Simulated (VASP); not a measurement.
# BP (F-43m) in VASP: further runs

The runs below take BP through single point, with HF, BHLYP.

Everything below comes from runs of VASP 6.6.1. Logs are shortened: lines on timing, memory, paths and dates and some standing lists are left out, and cuts for length are marked.

## 1. The cell of the first run

The structure is cubic, space group F-43m (No. 216). The conventional cell has a = 4.508 Å, b = 4.508 Å, c = 4.508 Å, α = 90.00°, β = 90.00°, γ = 90.00°. P (site symmetry -43m) has 4 B at 1.95 Å within 2.6 Å. Within 2.6 Å of B (site symmetry -43m) lie 4 P at 1.95 Å.

## 2. Single point, HF

POSCAR

```
BP
1.0
    0.0000000000      2.2537713532      2.2537713532
    2.2537713532      0.0000000000      2.2537713532
    2.2537713532      2.2537713532      0.0000000000
P B
1 1
Direct
    0.7500000000      0.7500000000      0.7500000000
    0.0000000000      0.0000000000      0.0000000000
```

INCAR.step1

```
SYSTEM = BP
PREC = Accurate ; ENCUT = 1000
EDIFF = 1E-5 ; ISMEAR = -1
SIGMA = 0.05 ; LREAL = .FALSE.
LASPH = .TRUE. ; NELM = 120
ALGO = Normal ; ISIF = 2
LWAVE = .TRUE. ; LCHARG = .FALSE.
NBANDS = 11 ; GGA = PE
GGA_COMPAT = .FALSE.
```

INCAR.step2

```
SYSTEM = BP
PREC = Accurate ; ENCUT = 1000
EDIFF = 1E-6 ; ISMEAR = -1
SIGMA = 0.05 ; LREAL = .FALSE.
LASPH = .TRUE. ; NELM = 120
ALGO = Normal ; ISIF = 2
LWAVE = .FALSE. ; LCHARG = .FALSE.
GGA = PE ; LHFCALC = .TRUE.
AEXX = 1.0 ; ALDAC = 0.0
AGGAC = 0.0 ; PRECFOCK = Normal
NBANDS = 11 ; ISTART = 1
GGA_COMPAT = .FALSE.
```

KPOINTS

```
Automatic mesh
0
G
  5 5 5
  0 0 0
```

Potentials or basis: VASP PAW PBE potentials, release 64 (P, B_h).

Started as:

```sh
cat potpaw_PBE.64/P/POTCAR potpaw_PBE.64/B_h/POTCAR > POTCAR
cp INCAR.step1 INCAR
mpirun -np 1 vasp_std > vasp.out
cp INCAR.step2 INCAR
mpirun -np 1 vasp_std > vasp.out
```

OUTCAR:

```text
SYSTEM = BP
   PREC = Accurate
   ENCUT = 1000
   EDIFF = 1E-6
   ISMEAR = -1
   LREAL = .FALSE.
   LASPH = .TRUE.
   NELM = 120
   ISIF = 2
   GGA = PE
   LHFCALC = .TRUE.
   AEXX = 1.0
   PRECFOCK = Normal
   ISTART = 1

 ion  position               nearest neighbor table
   1  0.750  0.750  0.750-   2 1.95   2 1.95   2 1.95   2 1.95
   2  0.000  0.000  0.000-   1 1.95   1 1.95   1 1.95   1 1.95

  LATTYP: Found a face centered cubic cell.
 ALAT       =     4.5075427064

  Lattice vectors:

 A1 = (   0.0000000000,   2.2537713532,   2.2537713532)
 A2 = (   2.2537713532,   0.0000000000,   2.2537713532)
 A3 = (   2.2537713532,   2.2537713532,   0.0000000000)

Analysis of symmetry for initial positions (statically):
=====================================================================
 Subroutine PRICEL returns:
 Original cell was already a primitive cell.

 Routine SETGRP: Setting up the symmetry group for a
 face centered cubic supercell.

 Subroutine GETGRP returns: Found 24 space group operations
 (whereof 24 operations were pure point group operations)
 out of a pool of 48 trial point group operations.

The static configuration has the point symmetry T_d .

Analysis of symmetry for dynamics (positions and initial velocities):
=====================================================================
 Subroutine PRICEL returns:
 Original cell was already a primitive cell.

 Routine SETGRP: Setting up the symmetry group for a
 face centered cubic supercell.

 Subroutine GETGRP returns: Found 24 space group operations
 (whereof 24 operations were pure point group operations)
 out of a pool of 48 trial point group operations.

The dynamic configuration has the point symmetry T_d .

 Subroutine INISYM returns: Found 24 space group operations
 (whereof 24 operations are pure point group operations),
 and found     1 'primitive' translations

----------------------------------------------------------------------------------------

                                     Primitive cell

  volume of cell :      22.8960

  direct lattice vectors                    reciprocal lattice vectors
     0.000000000  2.253771353  2.253771353    -0.221850366  0.221850366  0.221850366
     2.253771353  0.000000000  2.253771353     0.221850366 -0.221850366  0.221850366
     2.253771353  2.253771353  0.000000000     0.221850366  0.221850366 -0.221850366

[... 82 lines left out ...]
   EFERMI =   0.00;   METHOD = LEGACY
   ISMEAR =    -1;   SIGMA  =   0.05  broadening in eV -4-tet -1-fermi 0-gaus
   EFERMI_NEDOS =   21; number of points for ismear=-14 and -15
   IALGO  =     38    algorithm
   IMIX   =      1    mixing-type and parameters
     AMIX     =   0.40;   BMIX     =  1.00
     AMIX_MAG =   1.60;   BMIX_MAG =  1.00
  volume/ion in A,a.u.               =      11.45        77.25
  Fermi-wavevector in a.u.,A,eV,Ry     =   1.153059  2.178966 18.089568  1.329546
  Thomas-Fermi vector in A             =   2.289706
   LORBIT       =      0    0 simple, 1 ext, 2 COOP (PROOUT), +10 PAW based schemes
   GGA     = PE    functional components
   LHFCALC =     T    Hartree Fock is set to
   PRECFOCK=normal    Normal, Fast or Accurate (Low or Medium for compatibility)
   ENCUT4O =  -1.0   cutoff for four orbital integrals eV
   NKREDX  =     1    reduce k-point grid by
   NKREDY  =     1    reduce k-point grid by
   NKREDZ  =     1    reduce k-point grid by
   AEXX    =    1.0000 exact exchange contribution
   HFSCREEN=    0.0000 screening length (either q_TF or 0.3 A-1)
   HFSCREENC=   0.0000 screening length for correlation (either q_TF or 0.3 A-1)
   ENCUTFOCK=  -1.0 apply spherical cutoff to Coloumb kernel
   IVDW    =     0    specifies the selected vdW correction
   LEPSILON=     F    determine dielectric tensor
   LRPA    =     F    only Hartree local field effects (RPA)
 non-spin polarized calculation
  energy-cutoff  :     1000.00
  volume of cell :       22.90
 maximum number of plane-waves:      1654
 NGX is ok and might be reduce to    36
  NGX = 28; NGY = 28; NGZ = 28

 number of electron       8.0000000 magnetization

 Free energy of the ion-electron system (eV)
  ---------------------------------------------------
  ext. energy  EPLUGINS =         0.00000000
  ---------------------------------------------------
  free energy    TOTEN  =       -21.49747852 eV

  energy without entropy =      -21.49747852  energy(sigma->0) =      -21.49747852

 E-fermi :   7.1794     XC(G=0):   0.0000

 val. band max:        6.0125449364   @ k =   0.0000   0.0000   0.0000
 cond. band min:      14.0655917738   @ k =   0.4000   0.4000   0.0000
 fundamental gap:      8.0530468373
 Fermi energy:         7.1793633572

 k-point     1 :       0.0000    0.0000    0.0000
  band No.  band energies     occupation
      1     -15.7998      2.00000
      2       6.0125      2.00000
      3       6.0125      2.00000
      4       6.0125      2.00000
      5      17.0110      0.00000
      6      17.0110      0.00000
      7      17.0110      0.00000
      8      22.7949      0.00000
      9      26.0855      0.00000
     10      27.1894      0.00000
     11      27.1894      0.00000
[... 113 lines left out ...]
 k-point    10 :      -0.4000    0.4000    0.2000
  band No.  band energies     occupation
      1      -9.7639      2.00000
      2      -4.7321      2.00000
      3      -1.4794      2.00000
      4       0.4034      2.00000
      5      18.2576      0.00000
      6      19.4341      0.00000
      7      21.5070      0.00000
      8      26.3930      0.00000
      9      27.1723      0.00000
     10      30.7378      0.00000
     11      35.0242      0.00000

------------------------ aborting loop because EDIFF is reached ----------------------------------------

  FORCE on cell =-STRESS in cart. coord.  units (eV):
  Direction    XX          YY          ZZ          XY          YZ          ZX
  --------------------------------------------------------------------------------------
  -------------------------------------------------------------------------------------
  Total        1.0957627      1.0957627      1.0957627      0.0000000      0.0000000     -0.0000000
  in kB       76.6774281     76.6774281     76.6774281      0.0000000      0.0000000     -0.0000000
  external PRESSURE =      76.6774281 kB  Pullay stress =       0.0000000 kB

 VOLUME and BASIS-vectors are now :
 -----------------------------------------------------------------------------
  energy-cutoff  :     1000.00
  volume of cell :       22.90
      direct lattice vectors                 reciprocal lattice vectors
     0.000000000  2.253771353  2.253771353    -0.221850366  0.221850366  0.221850366
     2.253771353  0.000000000  2.253771353     0.221850366 -0.221850366  0.221850366
     2.253771353  2.253771353  0.000000000     0.221850366  0.221850366 -0.221850366

 POSITION                                       TOTAL-FORCE (eV/Angst)
 -----------------------------------------------------------------------------------
      3.38066      3.38066      3.38066        -0.000000     -0.000000     -0.000000
      0.00000      0.00000      0.00000         0.000000      0.000000      0.000000
 -----------------------------------------------------------------------------------
    total drift:                               -0.000000      0.000000      0.000000

  FREE ENERGIE OF THE ION-ELECTRON SYSTEM (eV)
  ---------------------------------------------------
  free  energy   TOTEN  =       -21.4974785218 eV

  energy  without entropy=      -21.4974785218  energy(sigma->0) =      -21.49747852
```

OSZICAR.step1:

```text
N       E                     dE             d eps       ncg     rms          rms(c)
DAV:   1     0.169599512895E+02    0.16960E+02   -0.57048E+03   220   0.107E+03
DAV:   2    -0.122879402501E+02   -0.29248E+02   -0.27307E+02   270   0.126E+02
DAV:   3    -0.136187217402E+02   -0.13308E+01   -0.13235E+01   287   0.246E+01
DAV:   4    -0.136259868928E+02   -0.72652E-02   -0.72642E-02   274   0.207E+00
DAV:   5    -0.136260212696E+02   -0.34377E-04   -0.34377E-04   262   0.140E-01    0.726E+00
DAV:   6    -0.129760301390E+02    0.64999E+00   -0.14401E+00   264   0.489E+00    0.377E+00
DAV:   7    -0.128782517972E+02    0.97778E-01   -0.30228E-01   274   0.291E+00    0.130E+00
DAV:   8    -0.128713008167E+02    0.69510E-02   -0.36432E-02   261   0.108E+00    0.233E-01
DAV:   9    -0.128717623164E+02   -0.46150E-03   -0.16839E-03   259   0.262E-01    0.705E-02
DAV:  10    -0.128718377343E+02   -0.75418E-04   -0.24092E-04   263   0.938E-02    0.298E-02
DAV:  11    -0.128718424748E+02   -0.47406E-05   -0.52635E-06   188   0.185E-02
   1 F= -.12871842E+02 E0= -.12871842E+02  d E =-.515540E-06
```

It took 5.3 min on 1 thread of Intel Xeon 6975P-C (Granite Rapids), shared host; peak memory 0.21 GiB.

What came out:

```yaml
Free_energy: -21.4975 eV
Pressure: 7.7 GPa
Band_gap_on_the_k_mesh: 8.05 eV (least direct gap 11.00 eV)
```

Caveat: the k points lie up to 0.48 Å⁻¹ apart; the PAW data sets were made with another functional, which shifts forces and pressure a little; an odd mesh through Γ misses points on the zone boundary, where band edges can lie.

## 3. Single point, BHLYP

This run uses another cell than the first one, of 10.98 Å³/atom.

POSCAR

```
BP
1.0
    0.0000000000      2.2226808807      2.2226808807
    2.2226808807      0.0000000000      2.2226808807
    2.2226808807      2.2226808807      0.0000000000
P B
1 1
Direct
    0.7500000000      0.7500000000      0.7500000000
    0.0000000000      0.0000000000      0.0000000000
```

INCAR.step1

```
SYSTEM = BP
ALGO = Normal
EDIFF = 1E-5
ENCUT = 1000
GGA = PE
GGA_COMPAT = .FALSE.
ISIF = 2
ISMEAR = -1
LASPH = .TRUE.
LREAL = .FALSE.
LWAVE = .TRUE.
NBANDS = 11
NELM = 120
PREC = Accurate
SIGMA = 0.05
```

INCAR.step2

```
SYSTEM = BP
AEXX = 0.5
AGGAC = 1.0
AGGAX = 0.5
ALDAC = 0.0
ALDAX = 0.5
ALGO = Normal
EDIFF = 1E-6
ENCUT = 1000
GGA = B5
GGA_COMPAT = .FALSE.
ISIF = 2
ISMEAR = -1
ISTART = 1
LASPH = .TRUE.
LCHARG = .TRUE.
LELF = .TRUE.
LHFCALC = .TRUE.
LREAL = .FALSE.
LVHAR = .TRUE.
LWAVE = .FALSE.
NBANDS = 11
NELM = 120
PREC = Accurate
PRECFOCK = Normal
SIGMA = 0.05
```

KPOINTS

```
k-points
0
G
  5 5 5
  0 0 0
```

Potentials or basis: VASP PAW PBE potentials, release 64 (P, B_h).

Started as:

```sh
cat potpaw_PBE.64/P/POTCAR potpaw_PBE.64/B_h/POTCAR > POTCAR
cp INCAR.step1 INCAR
mpirun -np 1 vasp_std > vasp.out
cp INCAR.step2 INCAR
mpirun -np 1 vasp_std > vasp.out
```

It took 7.9 min on 1 thread of Intel Xeon Platinum 8375C at 2.90GHz (Ice Lake), shared host; peak memory 0.19 GiB.

It converged, with:

```yaml
Free_energy: -17.3539 eV
Pressure: 11.2 GPa
Band_gap_on_the_k_mesh: 4.61 eV (least direct gap 7.25 eV)
```

Levels at points of the mesh, in eV from the valence-band top:
| k point | band 2 | band 3 | band 4 | band 5 | band 6 | band 7 |
| --- | --- | --- | --- | --- | --- | --- |
| (0.00, 0.00, 0.00) | 0.00 | 0.00 | 0.00 | 7.25 | 7.25 | 7.25 |

Caveat: the k points lie up to 0.49 Å⁻¹ apart; the PAW data sets were made with another functional, which shifts forces and pressure a little; an odd mesh through Γ misses points on the zone boundary, where band edges can lie.
